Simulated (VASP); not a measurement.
# ZnS (F-43m) in VASP: notebook, part 2 of 2

VASP 6.6.1. Earlier steps stand in the parts before.

### Step 4. Relaxation of cell and atoms, r2SCAN, target pressure 4 GPa, at which the enthalpy is minimised

The input, POSCAR:

```
ZnS
1.0
    2.6945169102      2.6945169102      0.0000000000
   -2.6945169102      2.6945169102      0.0000000000
    0.0000000000      2.6945169102      2.6945169102
Zn S
1 1
Direct
    0.7500000000      0.2500000000      0.5000000000
    0.0000000000      0.0000000000      0.0000000000
```

The input, INCAR.step1:

```
PREC = Accurate
ENCUT = 600
ISMEAR = 0
SIGMA = 0.01
LREAL = False
LASPH = True
NELM = 100
GGA = PE
ALGO = Normal
EDIFF = 1E-4
LWAVE = True
LCHARG = False
```

The input, INCAR.step2:

```
PREC = Accurate
ENCUT = 600
EDIFF = 1E-7
ISMEAR = 0
SIGMA = 0.01
LREAL = False
LASPH = True
NELM = 100
ALGO = Normal
ISIF = 3
LWAVE = False
LCHARG = False
METAGGA = R2SCAN
LMIXTAU = True
IBRION = 2
NSW = 100
EDIFFG = -0.002
PSTRESS = 40.0
ISTART = 1
```

The input, KPOINTS:

```
Automatic mesh
0
Gamma
  8 8 8
```

Potentials or basis: VASP PAW PBE potentials, release 64 (Zn, S).

Launch:

```bash
cat potpaw_PBE.64/Zn/POTCAR potpaw_PBE.64/S/POTCAR > POTCAR
cp INCAR.step1 INCAR
mpirun -np 1 vasp_std > vasp.out
cp INCAR.step2 INCAR
mpirun -np 1 vasp_std > vasp.out
```

OUTCAR:

```text
PREC = Accurate
   ENCUT = 600
   EDIFF = 1E-7
   ISMEAR = 0
   LREAL = False
   LASPH = True
   NELM = 100
   ISIF = 3
   METAGGA = R2SCAN
   IBRION = 2
   NSW = 100
   EDIFFG = -0.002
   PSTRESS = 40.0
   ISTART = 1

 ion  position               nearest neighbor table
   1  0.750  0.250  0.500-   2 2.33   2 2.33   2 2.33   2 2.33
   2  0.000  0.000  0.000-   1 2.33   1 2.33   1 2.33   1 2.33

  LATTYP: Found a face centered cubic cell.
 ALAT       =     5.3890338204

  Lattice vectors:

 A1 = (   0.0000000000,   2.6945169102,   2.6945169102)
 A2 = (   2.6945169102,   0.0000000000,   2.6945169102)
 A3 = (   2.6945169102,   2.6945169102,   0.0000000000)

Analysis of symmetry for initial positions (statically):
=====================================================================
 Subroutine PRICEL returns:
 Original cell was already a primitive cell.

 Routine SETGRP: Setting up the symmetry group for a
 face centered cubic supercell.

 Subroutine GETGRP returns: Found 24 space group operations
 (whereof 24 operations were pure point group operations)
 out of a pool of 48 trial point group operations.

The static configuration has the point symmetry T_d .

Analysis of symmetry for dynamics (positions and initial velocities):
[... 310 lines left out ...]
--------------------------------------- Ionic step        5  -------------------------------------------

 number of electron      17.9999990 magnetization

 Free energy of the ion-electron system (eV)
  ---------------------------------------------------
  ext. energy  EPLUGINS =         0.00000000
  ---------------------------------------------------
  free energy    TOTEN  =       -18.84769409 eV

  energy without entropy =      -18.84769409  energy(sigma->0) =      -18.84769409

 E-fermi :   2.4445     XC(G=0): -10.5609

 val. band max:        2.3564271422   @ k =   0.0000   0.0000   0.0000
 cond. band min:       5.2883842251   @ k =   0.0000   0.0000   0.0000
 fundamental gap:      2.9319570829
 Fermi energy:         2.4445019673

 k-point     1 :       0.0000    0.0000    0.0000
  band No.  band energies     occupation
      1     -11.7250      2.00000
      2      -4.3790      2.00000
      3      -4.3789      2.00000
      4      -4.3788      2.00000
      5      -3.7602      2.00000
      6      -3.7601      2.00000
      7       2.3564      2.00000
      8       2.3564      2.00000
      9       2.3564      2.00000
     10       5.2884      0.00000
     11       9.2102      0.00000
     12       9.2103      0.00000
     13       9.2104      0.00000
[... 354 lines left out ...]
  band No.  band energies     occupation
      1     -10.5015      2.00000
      2      -4.2298      2.00000
      3      -4.1589      2.00000
      4      -3.8404      2.00000
      5      -3.7491      2.00000
      6      -3.4690      2.00000
      7      -2.9298      2.00000
      8      -0.2077      2.00000
      9       0.7215      2.00000
     10       7.8938      0.00000
     11       8.6609      0.00000
     12      10.8715      0.00000
     13      12.0924      0.00000

 [... further k-points ...]

------------------------ aborting loop because EDIFF is reached ----------------------------------------

  FORCE on cell =-STRESS in cart. coord.  units (eV):
  Direction    XX          YY          ZZ          XY          YZ          ZX
  --------------------------------------------------------------------------------------
  -------------------------------------------------------------------------------------
  Total        0.9296956      0.9296956      0.9296956      0.0000000      0.0000000     -0.0000000
  in kB       39.8528009     39.8528009     39.8528009      0.0000000      0.0000000     -0.0000000
  external PRESSURE =      -0.1471991 kB  Pullay stress =      40.0000000 kB
[... 21 lines left out ...]
  energy  without entropy=      -18.8476940892  energy(sigma->0) =      -18.84769409

  enthalpy is  TOTEN    =       -17.9145646061 eV   P V=        0.9331294830

 reached required accuracy - stopping structural energy minimisation
```

OSZICAR.step1:

```text
N       E                     dE             d eps       ncg     rms          rms(c)
DAV:   1     0.861379214910E+02    0.86138E+02   -0.96504E+03   754   0.183E+03
DAV:   2    -0.115920488751E+01   -0.87297E+02   -0.83336E+02   827   0.305E+02
DAV:   3    -0.719640383646E+01   -0.60372E+01   -0.60020E+01   934   0.743E+01
DAV:   4    -0.726972004997E+01   -0.73316E-01   -0.73290E-01   839   0.873E+00
DAV:   5    -0.727069328597E+01   -0.97324E-03   -0.97320E-03   924   0.986E-01    0.697E+00
DAV:   6    -0.685944390346E+01    0.41125E+00   -0.96207E-01  1114   0.372E+01    0.542E+00
DAV:   7    -0.684301447416E+01    0.16429E-01   -0.34446E-01   789   0.580E+00    0.277E+00
DAV:   8    -0.684237604849E+01    0.63843E-03   -0.54972E-03   884   0.742E-01    0.814E-01
DAV:   9    -0.684264244710E+01   -0.26640E-03   -0.11585E-03   842   0.323E-01    0.116E-01
DAV:  10    -0.684278318708E+01   -0.14074E-03   -0.12848E-04   697   0.131E-01    0.611E-02
DAV:  11    -0.684280206501E+01   -0.18878E-04   -0.38662E-05   517   0.946E-02
   1 F= -.68428021E+01 E0= -.68428021E+01  d E =-.171530E-35
```

Wall time 6.8 min (1 thread of Intel Xeon 8259CL, shared host); peak memory 0.19 GiB.

Results:

```yaml
Free_energy: -18.8477 eV
Relaxed_volume: 18.69 Å³/atom
Relaxed_cell: a = 3.753 Å, b = 3.753 Å, c = 3.753 Å, α = 60.00°, β = 60.00°, γ = 90.00°
Space_group_after_relaxing_to_0.1_Å: F-43m (No. 216)
Energy_change_on_relaxing_the_run_minimises_the_enthalpy: +10.0 meV/atom
Ionic_steps: 5
Pressure_after_relaxing: 4.0 GPa
Band_gap_on_the_k_mesh: 2.93 eV
```

Step by step:
```csv
step,energy change (eV),largest force (eV/Å),pressure (GPa),volume (Å³)
1,0.0000,0.0000,0.00,39.13
2,0.0508,0.0000,6.57,36.42
3,0.0211,0.0000,4.11,37.33
4,0.0200,0.0000,3.98,37.38
5,0.0200,0.0000,3.99,37.38
```

Final structure:
```
Zn S
1.0
     2.65371    2.65371    0.00000
    -2.65371    2.65371    0.00000
     0.00000    2.65371    2.65371
Zn S
1 1
Direct
  0.75000 0.25000 0.50000
  0.00000 0.00000 0.00000
```

Levels at points of the mesh, in eV from the valence-band top:
```csv
k point,band 6,band 7,band 8,band 9,band 10,band 11,band 12,band 13
"(0.00, 0.00, 0.00)",-6.12,0.00,0.00,0.00,2.93,6.85,6.85,6.85
"(0.50, 0.00, 0.00)",-5.92,-5.76,-0.97,-0.97,3.92,7.35,7.35,9.63
"(0.50, 0.50, 0.00)",-5.88,-4.84,-2.49,-2.49,3.60,4.46,12.20,13.21
```

Caveat: the cell is relaxed towards a set pressure, so the run minimises the enthalpy, not the energy; the PAW data sets were made with another functional, which shifts forces and pressure a little.

### Step 5. Relaxation of cell and atoms, r2SCAN, target pressure 7 GPa, at which the enthalpy is minimised

POSCAR is that of step 4.

The input, INCAR.step1:

```
SYSTEM = ZnS
PREC = Accurate
ENCUT = 600
ISMEAR = 0
SIGMA = 0.01
LREAL = .False.
LASPH = .True.
NELM = 100
GGA = PE
ALGO = Normal
EDIFF = 1E-4
LWAVE = .True.
LCHARG = .False.
```

The input, INCAR.step2:

```
SYSTEM = ZnS
PREC = Accurate
ENCUT = 600
EDIFF = 1E-6
ISMEAR = 0
SIGMA = 0.01
LREAL = .False.
LASPH = .True.
NELM = 100
ALGO = Normal
ISIF = 3
LWAVE = .False.
LCHARG = .False.
METAGGA = R2SCAN
LMIXTAU = .True.
IBRION = 2
NSW = 100
EDIFFG = -0.002
PSTRESS = 70.0
ISTART = 1
```

The input, KPOINTS:

```
Automatic mesh
0
Gamma
  8 8 8
  0 0 0
```

Launch:

```bash
cat potpaw_PBE.64/Zn/POTCAR potpaw_PBE.64/S/POTCAR > POTCAR
cp INCAR.step1 INCAR
mpirun -np 1 vasp_std > vasp.out
cp INCAR.step2 INCAR
mpirun -np 1 vasp_std > vasp.out
```

Wall time 12 min (1 thread of Intel Xeon 8259CL, shared host); peak memory 0.19 GiB.

The run converged. Its results:

```
Free energy                                                : -18.8121 eV
Relaxed volume                                             : 18.16 Å³/atom
Relaxed cell                                               : a = 3.717 Å, b = 3.717 Å, c = 3.717 Å, α = 60.00°, β = 60.00°, γ = 90.00°
Space group after relaxing (to 0.1 Å)                      : F-43m (No. 216)
Energy change on relaxing (the run minimises the enthalpy) : +27.8 meV/atom
Ionic steps                                                : 14
Pressure after relaxing                                    : 7.0 GPa
Band gap on the k mesh                                     : 3.07 eV
```

The path:
```csv
step,energy change (eV),largest force (eV/Å),pressure (GPa),volume (Å³)
1,0.0000,0.0000,0.00,39.13
2,0.1679,0.0000,13.16,34.48
3,0.0575,0.0000,7.15,36.27
4,0.0551,0.0000,6.90,36.32
5,0.0551,0.0000,6.92,36.32
6,0.0552,0.0000,6.94,36.32
7,0.0552,0.0000,6.93,36.32
8,0.0552,0.0000,6.93,36.32
9,0.0552,0.0000,6.93,36.32
10,0.0552,0.0000,6.93,36.32
11,0.0552,0.0000,6.93,36.32
12,0.0553,0.0000,6.94,36.32
13,0.0554,0.0000,6.96,36.31
14,0.0556,0.0000,6.99,36.31
```

Final structure:
```cif
data_structure
_symmetry_space_group_name_H-M 'P 1'
_symmetry_Int_Tables_number 1
_cell_length_a 3.7169
_cell_length_b 3.7169
_cell_length_c 3.7169
_cell_angle_alpha 60.000
_cell_angle_beta 60.000
_cell_angle_gamma 90.000
_cell_volume 36.31
loop_
_atom_site_label
_atom_site_type_symbol
_atom_site_fract_x
_atom_site_fract_y
_atom_site_fract_z
_atom_site_occupancy
Zn1 Zn 0.75000 0.25000 0.50000 1
S1 S 0.00000 0.00000 0.00000 1
```

Levels at points of the mesh, in eV from the valence-band top:
| k point | band 6 | band 7 | band 8 | band 9 | band 10 | band 11 | band 12 | band 13 |
| --- | --- | --- | --- | --- | --- | --- | --- | --- |
| (0.00, 0.00, 0.00) | -6.22 | 0.00 | 0.00 | 0.00 | 3.07 | 6.82 | 6.82 | 6.82 |
| (0.50, 0.00, 0.00) | -6.06 | -5.92 | -1.02 | -1.02 | 3.98 | 7.32 | 7.32 | 9.73 |
| (0.50, 0.50, 0.00) | -5.97 | -4.96 | -2.61 | -2.61 | 3.53 | 4.44 | 12.44 | 13.41 |

Caveat: the cell is relaxed towards a set pressure, so the run minimises the enthalpy, not the energy; the PAW data sets were made with another functional, which shifts forces and pressure a little. A k mesh can miss the band edges.

### Step 6. The runs side by side

| cell | gap on the mesh (eV) | pressure (GPa) |
| --- | --- | --- |
| relaxed to -2 GPa | 2.59 | -2.0 |
| relaxed to 2 GPa | 2.83 | 2.0 |
| relaxed to 4 GPa | 2.93 | 4.0 |
| relaxed to 7 GPa | 3.07 | 7.0 |

Alike in all rows: task relaxation of cell and atoms; level r2SCAN; potentials or basis VASP PAW PBE potentials, release 64 (Zn, S); no spin polarisation; k mesh 8 × 8 × 8; cutoff (eV) 600; smearing gaussian 0.01 eV.

Caveats: the cell is relaxed towards a set pressure, so the run minimises the enthalpy, not the energy; the PAW data sets were made with another functional, which shifts forces and pressure a little.

Total energies depend on the potentials used, so only differences within one code and one set of settings carry meaning.
